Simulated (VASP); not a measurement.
# RbBr (Fm-3m) in VASP: notebook

Runs on RbBr. Level: PBEsol. Tasks: single point, relaxation of cell and atoms.

All numbers are computed with VASP 6.6.1; they aren't measurements. Logs are shortened: lines on timing, memory, paths and dates and some standing lists are left out, and cuts for length are marked.

### 1 The cell of the first run

The structure is cubic, space group Fm-3m (No. 225). Conventional cell: a = 6.850 Å, b = 6.850 Å, c = 6.850 Å, α = 90.00°, β = 90.00°, γ = 90.00°. Rb (site symmetry m-3m) has 6 Br at 3.42 Å within 4.5 Å. Within 4.5 Å of Br (site symmetry m-3m) lie 6 Rb at 3.42 Å.

### 2 Single point, PBEsol

INCAR

```
SYSTEM = RbBr
  ALGO = Normal
  EDIFF = 1E-7
  ENCUT = 520
  GGA = PS
  ISIF = 2
  ISMEAR = -1
  LASPH = .TRUE.
  LCHARG = .TRUE.
  LELF = .TRUE.
  LREAL = .FALSE.
  LVHAR = .TRUE.
  LWAVE = .FALSE.
  NBANDS = 15
  NELM = 100
  PREC = Accurate
  SIGMA = 0.1
```

KPOINTS

```
k-points
0
G
  10 10 10
  0 0 0
```

POSCAR

```
RbBr
1.0
    0.0000000000      3.4249237902      3.4249237902
    3.4249237902      0.0000000000      3.4249237902
    3.4249237902      3.4249237902      0.0000000000
Rb Br
1 1
Direct
    0.0000000000      0.0000000000      0.0000000000
    0.5000000000      0.5000000000      0.5000000000
```

Potentials or basis: VASP PAW PBE potentials, release 64 (Rb_sv, Br).

The run is started by

```
cat potpaw_PBE.64/Rb_sv/POTCAR potpaw_PBE.64/Br/POTCAR > POTCAR
mpirun -np 1 vasp_std > vasp.out
```

OUTCAR:

```text
SYSTEM = RbBr
   EDIFF = 1E-7
   ENCUT = 520
   GGA = PS
   ISIF = 2
   ISMEAR = -1
   LASPH = .TRUE.
   LREAL = .FALSE.
   NELM = 100
   PREC = Accurate

 ion  position               nearest neighbor table
   1  0.000  0.000  0.000-   2 3.42   2 3.42   2 3.42   2 3.42   2 3.42   2 3.42
   2  0.500  0.500  0.500-   1 3.42   1 3.42   1 3.42   1 3.42   1 3.42   1 3.42

  LATTYP: Found a face centered cubic cell.
 ALAT       =     6.8498475804

  Lattice vectors:

 A1 = (   0.0000000000,   3.4249237902,   3.4249237902)
 A2 = (   3.4249237902,   0.0000000000,   3.4249237902)
 A3 = (   3.4249237902,   3.4249237902,   0.0000000000)

Analysis of symmetry for initial positions (statically):
=====================================================================
 Subroutine PRICEL returns:
 Original cell was already a primitive cell.

 Routine SETGRP: Setting up the symmetry group for a
 face centered cubic supercell.

 Subroutine GETGRP returns: Found 48 space group operations
 (whereof 48 operations were pure point group operations)
 out of a pool of 48 trial point group operations.

The static configuration has the point symmetry O_h .

Analysis of symmetry for dynamics (positions and initial velocities):
=====================================================================
 Subroutine PRICEL returns:
 Original cell was already a primitive cell.

 Routine SETGRP: Setting up the symmetry group for a
 face centered cubic supercell.

 Subroutine GETGRP returns: Found 48 space group operations
 (whereof 48 operations were pure point group operations)
 out of a pool of 48 trial point group operations.

The dynamic configuration has the point symmetry O_h .

 Subroutine INISYM returns: Found 48 space group operations
 (whereof 48 operations are pure point group operations),
 and found     1 'primitive' translations

----------------------------------------------------------------------------------------

                                     Primitive cell

  volume of cell :      80.3494

  direct lattice vectors                    reciprocal lattice vectors
     0.000000000  3.424923790  3.424923790    -0.145988650  0.145988650  0.145988650
     3.424923790  0.000000000  3.424923790     0.145988650 -0.145988650  0.145988650
     3.424923790  3.424923790  0.000000000     0.145988650  0.145988650 -0.145988650

  length of vectors
     4.843573674  4.843573674  4.843573674     0.252859759  0.252859759  0.252859759

  position of ions in fractional coordinates (direct lattice)
     0.000000000  0.000000000  0.000000000
     0.500000000  0.500000000  0.500000000

  ion indices of the primitive-cell ions
   primitive index   ion index
                 1           1
                 2           2

----------------------------------------------------------------------------------------

 KPOINTS: k-points

Automatic generation of k-mesh.
 Grid dimensions read from file:
 generate k-points for:   10   10   10

 Generating k-lattice:

  Cartesian coordinates                     Fractional coordinates (reciprocal lattice)
    -0.014598865  0.014598865  0.014598865     0.100000000  0.000000000  0.000000000
     0.014598865 -0.014598865  0.014598865     0.000000000  0.100000000  0.000000000
     0.014598865  0.014598865 -0.014598865     0.000000000  0.000000000  0.100000000

  Length of vectors
     0.025285976  0.025285976  0.025285976

  Shift w.r.t. Gamma in fractional coordinates (k-lattice)
     0.000000000  0.000000000  0.000000000

 Subroutine IBZKPT returns following result:
 ===========================================

 Found     47 irreducible k-points:

 Following reciprocal coordinates:
            Coordinates               Weight
  0.000000  0.000000  0.000000      1.000000
  0.100000  0.000000  0.000000      8.000000
  0.200000  0.000000  0.000000      8.000000
  0.300000  0.000000  0.000000      8.000000
  0.400000  0.000000  0.000000      8.000000
  0.500000  0.000000  0.000000      4.000000
[... 16 lines left out ...]
  0.300000  0.300000  0.000000      6.000000
  0.400000  0.300000  0.000000     24.000000
 [... further k-points ...]
   k-points           NKPTS =     47   k-points in BZ     NKDIM =     47   number of bands    NBANDS=     15
   number of dos      NEDOS =    301   number of ions     NIONS =      2
   total plane-waves  NPLWV =  46656
   dimension x,y,z NGX =    36 NGY =   36 NGZ =   36
   dimension x,y,z NGXF=    72 NGYF=   72 NGZF=   72
   ions per type =               1   1
   NGX,Y,Z   is equivalent  to a cutoff of  12.36, 12.36, 12.36 a.u.
   NGXF,Y,Z  is equivalent  to a cutoff of  24.71, 24.71, 24.71 a.u.
 SYSTEM =  RbBr
   PREC   = accura    normal or accurate (medium, high low for compatibility)
   ISTART =      0    job   : 0-new  1-cont  2-samecut
   ICHARG =      2    charge: 1-file 2-atom 10-const
   ISPIN  =      1    spin polarized calculation?
   LNONCOLLINEAR =      F non collinear calculations
   LSORBIT =      F    spin-orbit coupling
   LASPH  =      T    aspherical Exc in radial PAW
   ENCUT  =  520.0 eV  38.22 Ry    6.18 a.u.   9.01  9.01  9.01*2*pi/ulx,y,z
   NELM   =    100;   NELMIN=  2; NELMDL= -5     # of ELM steps
   EDIFF  = 0.1E-06   stopping-criterion for ELM
   LREAL  =      F    real-space projection
   EDIFFG = 0.1E-05   stopping-criterion for IOM
   NSW    =      0    number of steps for IOM
   IBRION =     -1    ionic relax: 0-MD 1-quasi-New 2-CG
   NFREE  =      0    steps in history (QN), initial steepest desc. (CG)
   ISIF   =      2    stress and relaxation
   ISYM   =      2    0-nonsym 1-usesym 2-fastsym
   POTIM  = 0.5000    time-step for ionic-motion
   TEBEG  =    0.0;   TEEND  =   0.0 temperature during run
   PSTRESS=    0.0 pullay stress
   NELECT =      16.0000    total number of electrons
   NUPDOWN=      -1.0000    fix difference up-down
   EMIN   =  10.00;   EMAX   =-10.00  energy-range for DOS
   EFERMI =   0.00;   METHOD = LEGACY
   ISMEAR =    -1;   SIGMA  =   0.10  broadening in eV -4-tet -1-fermi 0-gaus
   EFERMI_NEDOS =   21; number of points for ismear=-14 and -15
   IALGO  =     38    algorithm
   IMIX   =      4    mixing-type and parameters
     AMIX     =   0.40;   BMIX     =  1.00
     AMIX_MAG =   1.60;   BMIX_MAG =  1.00
  volume/ion in A,a.u.               =      40.17       271.11
  Fermi-wavevector in a.u.,A,eV,Ry     =   0.955991  1.806561 12.434626  0.913919
  Thomas-Fermi vector in A             =   2.084879
   LORBIT       =      0    0 simple, 1 ext, 2 COOP (PROOUT), +10 PAW based schemes
   GGA     = PS    functional components
   LHFCALC =     F    Hartree Fock is set to
   AEXX    =    0.0000 exact exchange contribution
   IVDW    =     0    specifies the selected vdW correction
   LEPSILON=     F    determine dielectric tensor
   LRPA    =     F    only Hartree local field effects (RPA)
 non-spin polarized calculation
  energy-cutoff  :      520.00
  volume of cell :       80.35
 maximum number of plane-waves:      2200
   NGX = 17   NGY = 17   NGZ = 17

 number of electron      15.9999999 magnetization

 Free energy of the ion-electron system (eV)
  ---------------------------------------------------
  ext. energy  EPLUGINS =         0.00000000
  ---------------------------------------------------
  free energy    TOTEN  =        -6.35539564 eV

  energy without entropy =       -6.35539563  energy(sigma->0) =       -6.35539564

 E-fermi :   0.5067     XC(G=0):  -7.4128

 val. band max:       -1.8387049543   @ k =   0.0000   0.0000   0.0000
 cond. band min:       2.3773973602   @ k =   0.0000   0.0000   0.0000
 fundamental gap:      4.2161023145
 Fermi energy:         0.5067100064

 k-point     1 :       0.0000    0.0000    0.0000
  band No.  band energies     occupation
      1     -26.1897      2.00000
      2     -14.0338      2.00000
      3     -10.2774      2.00000
      4     -10.2774      2.00000
      5     -10.2774      2.00000
      6      -1.8387      2.00000
      7      -1.8387      2.00000
      8      -1.8387      2.00000
      9       2.3774      0.00000
     10       5.3621      0.00000
     11       5.3621      0.00000
     12       5.3621      0.00000
     13       6.2545      0.00000
     14       6.2545      0.00000
     15       8.9708      0.00000

 k-point     2 :       0.1000    0.0000    0.0000
  band No.  band energies     occupation
      1     -26.1887      2.00000
      2     -14.0379      2.00000
      3     -10.2782      2.00000
      4     -10.2782      2.00000
      5     -10.2730      2.00000
      6      -1.9675      2.00000
      7      -1.8767      2.00000
      8      -1.8767      2.00000
      9       2.6297      0.00000
     10       5.2869      0.00000
     11       5.4828      0.00000
     12       5.4828      0.00000
     13       6.4062      0.00000
     14       6.4062      0.00000
     15       9.3659      0.00000

 k-point     3 :       0.2000    0.0000    0.0000
  band No.  band energies     occupation
      1     -26.1863      2.00000
      2     -14.0486      2.00000
      3     -10.2802      2.00000
      4     -10.2802      2.00000
      5     -10.2614      2.00000
      6      -2.2612      2.00000
      7      -1.9727      2.00000
      8      -1.9727      2.00000
      9       3.2706      0.00000
     10       5.1976      0.00000
     11       5.8352      0.00000
     12       5.8352      0.00000
     13       6.8363      0.00000
     14       6.8363      0.00000
     15      10.3556      0.00000
[... 343 lines left out ...]
 k-point    23 :       0.3000    0.3000    0.0000
  band No.  band energies     occupation
      1     -26.1813      2.00000
      2     -14.0242      2.00000
      3     -10.3262      2.00000
      4     -10.3262      2.00000
      5     -10.3161      2.00000
      6      -2.4905      2.00000
      7      -1.9630      2.00000
      8      -1.9630      2.00000
      9       4.0747      0.00000
     10       4.1313      0.00000
     11       6.8767      0.00000
     12       7.4280      0.00000
     13       7.4280      0.00000
     14       7.8030      0.00000
     15       9.2997      0.00000

 k-point    24 :       0.4000    0.3000    0.0000
  band No.  band energies     occupation
      1     -26.1795      2.00000
      2     -14.0144      2.00000
      3     -10.3642      2.00000
      4     -10.3330      2.00000
      5     -10.3283      2.00000
      6      -2.4695      2.00000
      7      -2.0362      2.00000
      8      -2.0040      2.00000
      9       4.0185      0.00000
     10       4.6427      0.00000
     11       7.1601      0.00000
     12       7.5364      0.00000
     13       7.8922      0.00000
     14       8.0460      0.00000
     15       8.7285      0.00000

 [... further k-points ...]

------------------------ aborting loop because EDIFF is reached ----------------------------------------

  FORCE on cell =-STRESS in cart. coord.  units (eV):
  Direction    XX          YY          ZZ          XY          YZ          ZX
  --------------------------------------------------------------------------------------
  -------------------------------------------------------------------------------------
  Total        0.0025312      0.0025312      0.0025312     -0.0000000     -0.0000000      0.0000000
  in kB        0.0504718      0.0504718      0.0504718     -0.0000000     -0.0000000      0.0000000
  external PRESSURE =       0.0504718 kB  Pullay stress =       0.0000000 kB

 VOLUME and BASIS-vectors are now :
 -----------------------------------------------------------------------------
  energy-cutoff  :      520.00
  volume of cell :       80.35
      direct lattice vectors                 reciprocal lattice vectors
     0.000000000  3.424923790  3.424923790    -0.145988650  0.145988650  0.145988650
     3.424923790  0.000000000  3.424923790     0.145988650 -0.145988650  0.145988650
     3.424923790  3.424923790  0.000000000     0.145988650  0.145988650 -0.145988650

 POSITION                                       TOTAL-FORCE (eV/Angst)
 -----------------------------------------------------------------------------------
      0.00000      0.00000      0.00000         0.000000      0.000000      0.000000
      3.42492      3.42492      3.42492        -0.000000     -0.000000     -0.000000
 -----------------------------------------------------------------------------------
    total drift:                                0.000000      0.000000      0.000000

  FREE ENERGIE OF THE ION-ELECTRON SYSTEM (eV)
  ---------------------------------------------------
  free  energy   TOTEN  =        -6.3553956351 eV

  energy  without entropy=       -6.3553956349  energy(sigma->0) =       -6.35539564
```

Run time: 33 s. Hardware: 1 thread of AMD EPYC 9R45 (Zen 5), shared host; peak memory 0.2 GiB.

Results:

- Free energy: -6.3554 eV
- Pressure: 0.0 GPa
- Band gap on the k mesh: 4.22 eV, direct

Caveat: the PAW data sets were made with another functional, which shifts forces and pressure a little.

### 3 Relaxation of cell and atoms, PBEsol

INCAR

```
SYSTEM = RbBr
PREC     = Accurate       ! precision mode
ENCUT    = 600            ! plane-wave cutoff, eV
EDIFF    = 1E-7           ! SCF threshold, eV
ISMEAR   = -1             ! smearing method
SIGMA    = 0.1            ! smearing width, eV
LREAL    = .FALSE.        ! projectors in reciprocal space
LASPH    = .TRUE.         ! aspherical terms in the spheres
NELM     = 100            ! most SCF steps
ALGO     = Normal         ! electronic algorithm
ISIF     = 3              ! what is computed and relaxed
LWAVE    = .FALSE.        ! write WAVECAR
LCHARG   = .FALSE.        ! write CHGCAR
GGA      = PS             ! functional
IBRION   = 2              ! ionic algorithm
NSW      = 100            ! ionic steps
EDIFFG   = -0.002         ! ionic threshold
```

KPOINTS

```
Automatic mesh
0
G
  10 10 10
  0 0 0
```

POSCAR

```
RbBr
1.0
    0.0000000000      3.4270000000      3.4270000000
    3.4270000000      0.0000000000      3.4270000000
    3.4270000000      3.4270000000      0.0000000000
Rb Br
1 1
Direct
    0.0000000000      0.0000000000      0.0000000000
    0.5000000000      0.5000000000      0.5000000000
```

Potentials or basis: VASP PAW PBE potentials, release 64 (Rb_sv, Br).

The run is started by

```
cat potpaw_PBE.64/Rb_sv/POTCAR potpaw_PBE.64/Br/POTCAR > POTCAR
mpirun -np 1 vasp_std > vasp.out
```

Run time: 66 s. Hardware: 1 thread of AMD EPYC 9R45 (Zen 5), shared host; peak memory 0.26 GiB.

The run converged. Its results:

```
Free energy                            : -6.3554 eV
Relaxed volume                         : 40.19 Å³/atom
Relaxed cell                           : a = 4.844 Å, b = 4.844 Å, c = 4.844 Å, α = 60.00°, β = 60.00°, γ = 60.00°
Space group after relaxing (to 0.05 Å) : Fm-3m (No. 225)
Energy gained by relaxing              : 0.0 meV/atom
Ionic steps                            : 3
Pressure after relaxing                : 0.0 GPa
Band gap on the k mesh                 : 4.21 eV, direct
```

Final structure:
```
CELL_PARAMETERS angstrom
0.00000 3.42535 3.42535
3.42535 0.00000 3.42535
3.42535 3.42535 0.00000
ATOMIC_POSITIONS crystal
Rb 0.00000 0.00000 0.00000
Br 0.50000 0.50000 0.50000
```

Levels at points of the mesh, in eV from the valence-band top:
```tsv
k point	band 6	band 7	band 8	band 9	band 10	band 11
(0.00, 0.00, 0.00)	0.00	0.00	0.00	4.21	7.20	7.20
(0.50, 0.00, 0.00)	-1.02	-0.37	-0.37	6.67	7.62	9.44
(0.50, 0.50, 0.00)	-0.49	-0.16	-0.16	5.49	7.02	9.06
```

Caveat: the PAW data sets were made with another functional, which shifts forces and pressure a little.
